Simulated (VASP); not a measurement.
Input of a VASP 6.6.1 run:

File INCAR:

```
SYSTEM = PbO
ALGO = Normal ; EDIFF = 1E-7
ENCUT = 520 ; GGA = PS
ISIF = 2 ; ISMEAR = 0
LASPH = .TRUE. ; LCHARG = .FALSE.
LREAL = .FALSE. ; LWAVE = .FALSE.
NBANDS = 28 ; NELM = 100
PREC = Accurate ; SIGMA = 0.01
```

The input KPOINTS:

```
k-points
0
G
  6 6 6
  0 0 0
```

The input POSCAR:

```
PbO
1.0
    3.8876468449      0.0000000000      0.0000000000
    0.0000000000      3.8876468449      0.0000000000
    0.0000000000      0.0000000000      4.8814813767
Pb O
2 2
Direct
    0.0000000000      0.5000000000      0.2400000000
    0.5000000000      0.0000000000      0.7600000000
    0.0000000000      0.0000000000      0.0000000000
    0.5000000000      0.5000000000      0.0000000000
```

Potentials or basis: VASP PAW PBE potentials, release 64 (Pb_d, O).

Launch:

```console
$ cat potpaw_PBE.64/Pb_d/POTCAR potpaw_PBE.64/O/POTCAR > POTCAR
$ mpirun -np 1 vasp_std > vasp.out
```

(1) What does it give for the largest force?

(2) Estimate the pressure.

(3) Predict the band gap on the k mesh.

## Answers

(1) 0.824 eV/Å.

(2) 6.7 GPa.

(3) 0.96 eV (least direct gap 2.29 eV).

Caveat: the cell stands under pressure; the PAW data sets were made with another functional, which shifts forces and pressure a little; spin-orbit coupling is left out, which moves the levels of the heavy elements.
